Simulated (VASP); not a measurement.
Here is a VASP 6.6.1 calculation.

Contents of POSCAR:

```
Cl
1.0
    0.0000000000      3.1902869277      3.1902869277
    3.1902869277      0.0000000000      3.1902869277
    3.1902869277      3.1902869277      0.0000000000
Cl
2
Direct
    1.0000000000      1.0000000000      1.0000000000
    0.2500000000      0.2500000000      0.2500000000
```

File INCAR.step1:

```
SYSTEM = Cl
ALGO = Normal
EDIFF = 1E-4
ENCUT = 520
GGA = PE
ISMEAR = -1
LASPH = .True.
LCHARG = .False.
LREAL = .False.
LWAVE = .True.
NBANDS = 14
NELM = 100
PREC = Accurate
SIGMA = 0.05
```

Contents of INCAR.step2:

```
SYSTEM = Cl
ALGO = Normal
EDIFF = 1E-6
ENCUT = 520
ISIF = 2
ISMEAR = -1
ISTART = 1
LASPH = .True.
LCHARG = .False.
LMIXTAU = .True.
LREAL = .False.
LWAVE = .False.
METAGGA = R2SCAN
NBANDS = 14
NELM = 100
PREC = Accurate
SIGMA = 0.05
```

The input KPOINTS:

```
k-points
0
Gamma
  6 6 6
  0 0 0
```

Potentials or basis: VASP PAW PBE potentials, release 64 (Cl).

The run is started by

```console
$ cat potpaw_PBE.64/Cl/POTCAR > POTCAR
$ cp INCAR.step1 INCAR
$ mpirun -np 1 vasp_std > vasp.out
$ cp INCAR.step2 INCAR
$ mpirun -np 1 vasp_std > vasp.out
```

Q: Estimate the band gap on the k mesh.

A: Zero (band 7 reaches -0.95 eV, above the bottom of band 8 at -2.26 eV).

Q: Estimate the pressure.

A: 0.2 GPa.

Caveat: the PAW data sets were made with another functional, which shifts forces and pressure a little.
